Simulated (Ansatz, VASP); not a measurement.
## ZnF2 in VASP and in Ansatz

Contents of INCAR:

```
SYSTEM = ZnF2
  ALGO = Normal
  EDIFF = 1E-6
  ENCUT = 600
  GGA = PE
  GGA_COMPAT = .FALSE.
  ISIF = 2
  ISMEAR = 0
  LASPH = .TRUE.
  LCHARG = .TRUE.
  LDAU = .TRUE.
  LDAUJ = 0 0
  LDAUL = 2 -1
  LDAUPRINT = 1
  LDAUTYPE = 2
  LDAUU = 4 0
  LELF = .TRUE.
  LREAL = .FALSE.
  LVHAR = .TRUE.
  LWAVE = .FALSE.
  NBANDS = 35
  NELM = 200
  PREC = Accurate
  SIGMA = 0.01
```

KPOINTS

```
k-points
0
G
  6 6 8
  0 0 0
```

Contents of POSCAR:

```
ZnF2
1.0
    4.7048000000      0.0000000000      0.0000000000
    0.0000000000      4.7048000000      0.0000000000
    0.0000000000      0.0000000000      3.1338000000
Zn F
2 4
Direct
    0.0000000000      0.0000000000      0.0000000000
    0.5000000000      0.5000000000      0.5000000000
    0.3024000000      0.3024000000      0.0000000000
    0.1976000000      0.8024000000      0.5000000000
    0.6976000000      0.6976000000      0.0000000000
    0.8024000000      0.1976000000      0.5000000000
```

Input for Ansatz:

```yaml
crystal:
  lattice:
    - [4.7048, 0.0, 0.0]
    - [0.0, 4.7048, 0.0]
    - [0.0, 0.0, 3.1338]
  atoms:
    - { symbol: Zn, position: [0.0, 0.0, 0.0] }
    - { symbol: Zn, position: [0.5, 0.5, 0.5] }
    - { symbol: F, position: [0.3024, 0.3024, 0.0] }
    - { symbol: F, position: [0.1976, 0.8024, 0.5] }
    - { symbol: F, position: [0.6976, 0.6976, 0.0] }
    - { symbol: F, position: [0.8024, 0.1976, 0.5] }
basis:
  ecutwfc: 550.0
kpoints:
  mp_grid:
    grid: [6, 6, 8]
hamiltonian:
  xc: pbe
  hubbard:
    - { species: Zn, l: d, u_eff: 4.0 }
scf:
  occupations:
    method: fixed
output:
  eigenvalues: true
```

Alike in both runs: task single point; functional PBE; k mesh 6 × 6 × 8; no spin polarisation; Hubbard terms Zn d U = 4.0 eV.

```csv
,VASP,Ansatz
version,VASP 6.6.1,Ansatz 0.2.0
potentials or method,"VASP PAW PBE potentials, release 64 (Zn, F), cutoff 600 eV","plane waves, PAW"
occupations,"gaussian, width 0.01 eV",fixed
valence electrons in the cell,52,52
```

Ansatz gave:

* gap on the k mesh at the Fermi level (eV): 4.21

Q: Estimate VASP's values.

A: gap on the k mesh at the Fermi level (eV): 4.30.

The programs project onto different local orbitals, so the same U acts differently, and such runs can settle in different states.
